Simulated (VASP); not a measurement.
Runs of VASP 6.6.1 on Li3Pb. Symmetry: Fm-3m, No. 225, cubic system. Conventional cell: a = 6.687 Å, b = 6.687 Å, c = 6.687 Å, α = 90.00°, β = 90.00°, γ = 90.00°. Within 3.8 Å of Li (site symmetry m-3m) lie 8 Li at 2.90 Å and 6 Pb at 3.34 Å. Li (site symmetry -43m) has 10 Li at 2.90 to 3.34 Å and 4 Pb at 2.90 Å within 3.8 Å. Pb (site symmetry m-3m) has 14 Li at 2.90 to 3.34 Å within 3.8 Å. 

| k mesh | gap on the mesh (eV) | pressure (GPa) |
| --- | --- | --- |
| 2 × 2 × 2 | none | -1.7 |
| 6 × 6 × 6 | none | -2.3 |
| 5 × 5 × 5 | none | -2.3 |
| 7 × 7 × 7 | none | -2.4 |
| 4 × 4 × 4 | none | (a) |

Alike in all rows: task single point; level LDA; potentials or basis VASP PAW LDA potentials, release 64 (Li_sv, Pb_d); no spin polarisation; cell as given; cutoff (eV) 750; smearing fermi-dirac 0.1 eV.

Task: Fill in the values left out.

Result: (a) -2.6.

Caveats: some runs use coarse meshes; spin-orbit coupling is left out, which moves the levels of the heavy elements.

A k mesh can miss the band edges, and the runs leave out spin-orbit coupling on Pb.

A gap of «none» marks levels without a gap at the run's occupations.
